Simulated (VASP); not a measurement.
# MnPt3 (Pm-3m) in VASP: single point with LDA

Aim: the single point of MnPt3 with LDA.

All numbers are computed with VASP 6.6.1; they aren't measurements. Logs are shortened: lines on timing, memory, paths and dates and some standing lists are left out, and cuts for length are marked.

## (1) The cell of the first run

It takes space group Pm-3m (No. 221, cubic). Conventional cell: a = 3.900 Å, b = 3.900 Å, c = 3.900 Å, α = 90.00°, β = 90.00°, γ = 90.00°. Within 3.6 Å of Mn (site symmetry m-3m) lie 12 Pt at 2.76 Å. Within 3.6 Å of Pt (site symmetry 4/mmm) lie 4 Mn at 2.76 Å and 8 Pt at 2.76 Å.

## (2) Single point, LDA, collinear spin, ferromagnetic start

The input, INCAR:

```
SYSTEM = MnPt3
PREC     = Accurate       ! precision mode
ENCUT    = 520            ! plane-wave cutoff, eV
EDIFF    = 1E-6           ! SCF threshold, eV
ISMEAR   = -1             ! smearing method
SIGMA    = 0.1            ! smearing width, eV
LREAL    = .False.        ! projectors in reciprocal space
LASPH    = .True.         ! aspherical terms in the spheres
NELM     = 150            ! most SCF steps
ALGO     = Normal         ! electronic algorithm
ISIF     = 2              ! what is computed and relaxed
LWAVE    = .False.        ! write WAVECAR
LCHARG   = .True.         ! write CHGCAR
ISPIN    = 2              ! spin polarisation
MAGMOM   = 5.2 0 0 0      ! initial moments
LORBIT   = 11             ! projections on sites
LMAXMIX  = 4              ! l up to which the mixer works
LELF     = .True.         ! ELF
LVHAR    = .True.       
NBANDS   = 34             ! bands
```

The input, KPOINTS:

```
Automatic mesh
0
Gamma
  6 6 6
  0 0 0
```

The input, POSCAR:

```
MnPt3
1.0
    3.9000000000      0.0000000000      0.0000000000
    0.0000000000      3.9000000000      0.0000000000
    0.0000000000      0.0000000000      3.9000000000
Mn Pt
1 3
Direct
    0.0000000000      0.0000000000      0.0000000000
    0.0000000000      0.5000000000      0.5000000000
    0.5000000000      0.0000000000      0.5000000000
    0.5000000000      0.5000000000      0.0000000000
```

Potentials or basis: VASP PAW LDA potentials, release 64 (Mn_pv, Pt).

Command:

```bash
> cat potpaw_LDA.64/Mn_pv/POTCAR potpaw_LDA.64/Pt/POTCAR > POTCAR
> mpirun -np 1 vasp_std > vasp.out
```

OUTCAR:

```text
SYSTEM = MnPt3
   PREC = Accurate
   ENCUT = 520
   EDIFF = 1E-6
   ISMEAR = -1
   LREAL = .False.
   LASPH = .True.
   NELM = 150
   ISIF = 2
   ISPIN = 2
   LORBIT = 11

 ion  position               nearest neighbor table
   1  0.000  0.000  0.000-   2 2.76   3 2.76   4 2.76   2 2.76   3 2.76   2 2.76   4 2.76   2 2.76
                             3 2.76   4 2.76   3 2.76   4 2.76
   2  0.000  0.500  0.500-   1 2.76   3 2.76   4 2.76   1 2.76   4 2.76   1 2.76   3 2.76   1 2.76
                             3 2.76   4 2.76   4 2.76   3 2.76
   3  0.500  0.000  0.500-   1 2.76   2 2.76   4 2.76   1 2.76   4 2.76   2 2.76   4 2.76   4 2.76
                             1 2.76   2 2.76   1 2.76   2 2.76
   4  0.500  0.500  0.000-   1 2.76   2 2.76   3 2.76   2 2.76   3 2.76   1 2.76   3 2.76   3 2.76
                             1 2.76   2 2.76   2 2.76   1 2.76

  LATTYP: Found a simple cubic cell.
 ALAT       =     3.9000000000

  Lattice vectors:

 A1 = (   3.9000000000,   0.0000000000,   0.0000000000)
 A2 = (   0.0000000000,   3.9000000000,   0.0000000000)
 A3 = (   0.0000000000,   0.0000000000,   3.9000000000)

Analysis of symmetry for initial positions (statically):
=====================================================================
 Subroutine PRICEL returns:
 Original cell was already a primitive cell.

 Routine SETGRP: Setting up the symmetry group for a
 simple cubic supercell.

 Subroutine GETGRP returns: Found 48 space group operations
 (whereof 48 operations were pure point group operations)
 out of a pool of 48 trial point group operations.

The static configuration has the point symmetry O_h .

Analysis of symmetry for dynamics (positions and initial velocities):
=====================================================================
 Subroutine PRICEL returns:
 Original cell was already a primitive cell.

 Routine SETGRP: Setting up the symmetry group for a
 simple cubic supercell.

 Subroutine GETGRP returns: Found 48 space group operations
 (whereof 48 operations were pure point group operations)
 out of a pool of 48 trial point group operations.

The dynamic configuration has the point symmetry O_h .

Analysis of structural, dynamic, and magnetic symmetry:
=====================================================================
 Subroutine PRICEL returns:
 Original cell was already a primitive cell.

 Routine SETGRP: Setting up the symmetry group for a
 simple cubic supercell.

 Subroutine GETGRP returns: Found 48 space group operations
 (whereof 48 operations were pure point group operations)
 out of a pool of 48 trial point group operations.

The overall configuration has the point symmetry O_h .

 Subroutine INISYM returns: Found 48 space group operations
 (whereof 48 operations are pure point group operations),
 and found     1 'primitive' translations

----------------------------------------------------------------------------------------

                                     Primitive cell

  volume of cell :      59.3190

  direct lattice vectors                    reciprocal lattice vectors
     3.900000000  0.000000000  0.000000000     0.256410256  0.000000000  0.000000000
     0.000000000  3.900000000  0.000000000     0.000000000  0.256410256  0.000000000
     0.000000000  0.000000000  3.900000000     0.000000000  0.000000000  0.256410256

  length of vectors
     3.900000000  3.900000000  3.900000000     0.256410256  0.256410256  0.256410256

  position of ions in fractional coordinates (direct lattice)
     0.000000000  0.000000000  0.000000000
     0.000000000  0.500000000  0.500000000
     0.500000000  0.000000000  0.500000000
     0.500000000  0.500000000  0.000000000

  ion indices of the primitive-cell ions
   primitive index   ion index
                 1           1
                 2           2
                 3           3
                 4           4

----------------------------------------------------------------------------------------

 KPOINTS: Automatic mesh

Automatic generation of k-mesh.
 Grid dimensions read from file:
 generate k-points for:    6    6    6

 Generating k-lattice:

  Cartesian coordinates                     Fractional coordinates (reciprocal lattice)
     0.042735043  0.000000000  0.000000000     0.166666667  0.000000000  0.000000000
     0.000000000  0.042735043  0.000000000     0.000000000  0.166666667  0.000000000
     0.000000000  0.000000000  0.042735043     0.000000000  0.000000000  0.166666667

  Length of vectors
     0.042735043  0.042735043  0.042735043

  Shift w.r.t. Gamma in fractional coordinates (k-lattice)
     0.000000000  0.000000000  0.000000000

 Subroutine IBZKPT returns following result:
 ===========================================

 Found     20 irreducible k-points:

 Following reciprocal coordinates:
            Coordinates               Weight
  0.000000  0.000000  0.000000      1.000000
  0.166667  0.000000  0.000000      6.000000
  0.333333  0.000000  0.000000      6.000000
  0.500000  0.000000  0.000000      3.000000
  0.166667  0.166667  0.000000     12.000000
  0.333333  0.166667  0.000000     24.000000
[... 12 lines left out ...]
  0.500000  0.500000  0.333333      6.000000
  0.500000  0.500000  0.500000      1.000000
   k-points           NKPTS =     20   k-points in BZ     NKDIM =     20   number of bands    NBANDS=     34
   number of dos      NEDOS =    301   number of ions     NIONS =      4
   total plane-waves  NPLWV =  27000
   dimension x,y,z NGX =    30 NGY =   30 NGZ =   30
   dimension x,y,z NGXF=    60 NGYF=   60 NGZF=   60
   ions per type =               1   3
   NGX,Y,Z   is equivalent  to a cutoff of  12.79, 12.79, 12.79 a.u.
   NGXF,Y,Z  is equivalent  to a cutoff of  25.58, 25.58, 25.58 a.u.
 SYSTEM =  MnPt3
   PREC   = accura    normal or accurate (medium, high low for compatibility)
   ISTART =      0    job   : 0-new  1-cont  2-samecut
   ICHARG =      2    charge: 1-file 2-atom 10-const
   ISPIN  =      2    spin polarized calculation?
   LNONCOLLINEAR =      F non collinear calculations
   LSORBIT =      F    spin-orbit coupling
   LASPH  =      T    aspherical Exc in radial PAW
   ENCUT  =  520.0 eV  38.22 Ry    6.18 a.u.   7.25  7.25  7.25*2*pi/ulx,y,z
   NELM   =    150;   NELMIN=  2; NELMDL= -5     # of ELM steps
   EDIFF  = 0.1E-05   stopping-criterion for ELM
   LREAL  =      F    real-space projection
   EDIFFG = 0.1E-04   stopping-criterion for IOM
   NSW    =      0    number of steps for IOM
   IBRION =     -1    ionic relax: 0-MD 1-quasi-New 2-CG
   NFREE  =      0    steps in history (QN), initial steepest desc. (CG)
   ISIF   =      2    stress and relaxation
   ISYM   =      2    0-nonsym 1-usesym 2-fastsym
   POTIM  = 0.5000    time-step for ionic-motion
   TEBEG  =    0.0;   TEEND  =   0.0 temperature during run
   PSTRESS=    0.0 pullay stress
   NELECT =      43.0000    total number of electrons
   NUPDOWN=      -1.0000    fix difference up-down
   EMIN   =  10.00;   EMAX   =-10.00  energy-range for DOS
   EFERMI =   0.00;   METHOD = LEGACY
   ISMEAR =    -1;   SIGMA  =   0.10  broadening in eV -4-tet -1-fermi 0-gaus
   EFERMI_NEDOS =   21; number of points for ismear=-14 and -15
   IALGO  =     38    algorithm
   IMIX   =      4    mixing-type and parameters
     AMIX     =   0.40;   BMIX     =  1.00
     AMIX_MAG =   1.60;   BMIX_MAG =  1.00
  volume/ion in A,a.u.               =      14.83       100.08
  Fermi-wavevector in a.u.,A,eV,Ry     =   1.470617  2.779064 29.425533  2.162716
  Thomas-Fermi vector in A             =   2.585853
   LORBIT       =     11    0 simple, 1 ext, 2 COOP (PROOUT), +10 PAW based schemes
   GGA     = CA    functional components
   LHFCALC =     F    Hartree Fock is set to
   AEXX    =    0.0000 exact exchange contribution
   IVDW    =     0    specifies the selected vdW correction
   LEPSILON=     F    determine dielectric tensor
   LRPA    =     F    only Hartree local field effects (RPA)
 spin polarized calculation
  energy-cutoff  :      520.00
  volume of cell :       59.32
 maximum number of plane-waves:      1628
 NGX is ok and might be reduce to    30
   NGX = 15   NGY = 15   NGZ = 15

 number of electron      42.9999969 magnetization       4.0471691

 Free energy of the ion-electron system (eV)
  ---------------------------------------------------
  ext. energy  EPLUGINS =         0.00000000
  ---------------------------------------------------
  free energy    TOTEN  =       -33.42338084 eV

  energy without entropy =      -33.29884269  energy(sigma->0) =      -33.36111177

 E-fermi :  10.2984     XC(G=0): -13.4542

 val. band max:       10.2720522492   @ k =   0.3333   0.1667   0.0000
 cond. band min:      10.3055523535   @ k =   0.5000   0.1667   0.0000
 fundamental gap:      0.0335001043
 Fermi energy:        10.2983575874

 spin component 1

 k-point     1 :       0.0000    0.0000    0.0000
  band No.  band energies     occupation
      1     -38.9435      1.00000
      2     -38.9435      1.00000
      3     -38.9435      1.00000
      4       0.4918      1.00000
      5       3.2968      1.00000
      6       3.9217      1.00000
[... 25 lines left out ...]
     32      21.2858      0.00000
     33      21.2858      0.00000

 k-point     2 :       0.1667    0.0000    0.0000
  band No.  band energies     occupation
      1     -38.9443      1.00000
      2     -38.9436      1.00000
      3     -38.9436      1.00000
      4       0.8486      1.00000
      5       3.5228      1.00000
      6       4.0215      1.00000
[... 25 lines left out ...]
     32      21.5419      0.00000
     33      21.6838      0.00000
[... 610 lines left out ...]
     32      25.3727      0.00000
     33      25.5303      0.00000

 k-point    20 :       0.5000    0.5000    0.5000
  band No.  band energies     occupation
      1     -38.9449      1.00000
      2     -38.9449      1.00000
      3     -38.9449      1.00000
      4       3.4171      1.00000
      5       3.4171      1.00000
      6       3.4171      1.00000
[... 25 lines left out ...]
     32      25.0641      0.00000
     33      25.2502      0.00000
 Fermi energy:        10.2983575874

 spin component 2

 k-point     1 :       0.0000    0.0000    0.0000
  band No.  band energies     occupation
      1     -35.4134      1.00000
      2     -35.4134      1.00000
      3     -35.4134      1.00000
      4       0.6436      1.00000
      5       3.4260      1.00000
      6       4.2676      1.00000
[... 25 lines left out ...]
     32      21.6870      0.00000
     33      21.6870      0.00000

 k-point     2 :       0.1667    0.0000    0.0000
  band No.  band energies     occupation
      1     -35.4145      1.00000
      2     -35.4136      1.00000
      3     -35.4136      1.00000
      4       1.0000      1.00000
      5       3.6533      1.00000
      6       4.3400      1.00000
[... 25 lines left out ...]
     32      21.9790      0.00000
     33      21.9797      0.00000
[... 610 lines left out ...]
     32      25.5913      0.00000
     33      25.5935      0.00000

 k-point    20 :       0.5000    0.5000    0.5000
  band No.  band energies     occupation
      1     -35.4154      1.00000
      2     -35.4154      1.00000
      3     -35.4154      1.00000
      4       3.6096      1.00000
      5       3.6096      1.00000
      6       3.6096      1.00000
[... 25 lines left out ...]
     32      25.1185      0.00000
     33      25.3490      0.00000
 [bands above 33 left out]

------------------------ aborting loop because EDIFF is reached ----------------------------------------

  FORCE on cell =-STRESS in cart. coord.  units (eV):
  Direction    XX          YY          ZZ          XY          YZ          ZX
  --------------------------------------------------------------------------------------
  -------------------------------------------------------------------------------------
  Total       -3.8181258     -3.8181258     -3.8181258     -0.0000000      0.0000000     -0.0000000
  in kB     -103.1257193   -103.1257193   -103.1257193     -0.0000000      0.0000000     -0.0000000
  external PRESSURE =    -103.1257193 kB  Pullay stress =       0.0000000 kB

 VOLUME and BASIS-vectors are now :
 -----------------------------------------------------------------------------
  energy-cutoff  :      520.00
  volume of cell :       59.32
      direct lattice vectors                 reciprocal lattice vectors
     3.900000000  0.000000000  0.000000000     0.256410256  0.000000000  0.000000000
     0.000000000  3.900000000  0.000000000     0.000000000  0.256410256  0.000000000
     0.000000000  0.000000000  3.900000000     0.000000000  0.000000000  0.256410256

 POSITION                                       TOTAL-FORCE (eV/Angst)
 -----------------------------------------------------------------------------------
      0.00000      0.00000      0.00000         0.000000      0.000000      0.000000
      0.00000      1.95000      1.95000         0.000000      0.000000      0.000000
      1.95000      0.00000      1.95000         0.000000      0.000000      0.000000
      1.95000      1.95000      0.00000         0.000000      0.000000      0.000000
 -----------------------------------------------------------------------------------
    total drift:                                0.000000      0.000000     -0.000000

  FREE ENERGIE OF THE ION-ELECTRON SYSTEM (eV)
  ---------------------------------------------------
  free  energy   TOTEN  =       -33.4233808416 eV

  energy  without entropy=      -33.2988426898  energy(sigma->0) =      -33.36111177

 total charge

# of ion       s       p       d       tot
------------------------------------------
    1        0.294   6.247   4.975  11.516
    2        0.672   0.620   8.051   9.343
    3        0.672   0.620   8.051   9.343
    4        0.672   0.620   8.051   9.343
--------------------------------------------------
tot          2.309   8.109  29.129  39.547

 magnetization (x)

# of ion       s       p       d       tot
------------------------------------------
    1        0.012   0.025   3.530   3.567
    2       -0.016  -0.024   0.152   0.112
    3       -0.016  -0.024   0.152   0.112
    4       -0.016  -0.024   0.152   0.112
--------------------------------------------------
tot         -0.036  -0.046   3.986   3.904
```

It took 67 s on 1 thread of Intel Xeon Platinum 8375C at 2.90GHz (Ice Lake), shared host; peak memory 0.2 GiB.

Results:

| Property | Result |
| --- | --- |
| Free energy | -33.4234 eV |
| Pressure | -10.3 GPa |
| Net moment | 4.05 μB per cell |
| Site moments | Mn +3.57; Pt +0.11 μB |
| Valence electrons inside the program's atomic spheres | Mn 11.52; Pt 9.34 |

Levels at points of the mesh, in eV from the Fermi level:
Spin up:
```csv
k point,band 20,band 21,band 22,band 23,band 24,band 25,band 26,band 27
"(0.00, 0.00, 0.00)",-0.13,0.09,0.54,0.54,0.54,1.73,1.73,1.73
"(0.50, 0.00, 0.00)",-1.82,-1.70,-1.05,-0.80,-0.14,0.55,7.50,7.53
"(0.50, 0.50, 0.00)",-1.75,-1.58,-1.57,-1.57,0.77,1.58,1.94,1.94
"(0.50, 0.50, 0.50)",-0.38,-0.38,-0.38,-0.33,-0.33,0.10,0.10,0.10
```
Spin down:
| k point | band 16 | band 17 | band 18 | band 19 | band 20 | band 21 | band 22 | band 23 |
| --- | --- | --- | --- | --- | --- | --- | --- | --- |
| (0.00, 0.00, 0.00) | 0.19 | 0.64 | 0.64 | 0.64 | 1.87 | 1.87 | 1.97 | 1.97 |
| (0.50, 0.00, 0.00) | -2.00 | -2.00 | -1.84 | -0.71 | 0.63 | 0.63 | 0.65 | 1.10 |
| (0.50, 0.50, 0.00) | -2.46 | -2.46 | -1.67 | -1.48 | -1.34 | 0.94 | 0.94 | 1.12 |
| (0.50, 0.50, 0.50) | -0.38 | -0.29 | -0.29 | -0.29 | 0.19 | 0.19 | 0.19 | 1.69 |

Caveat: spin-orbit coupling is left out, which moves the levels of the heavy elements.
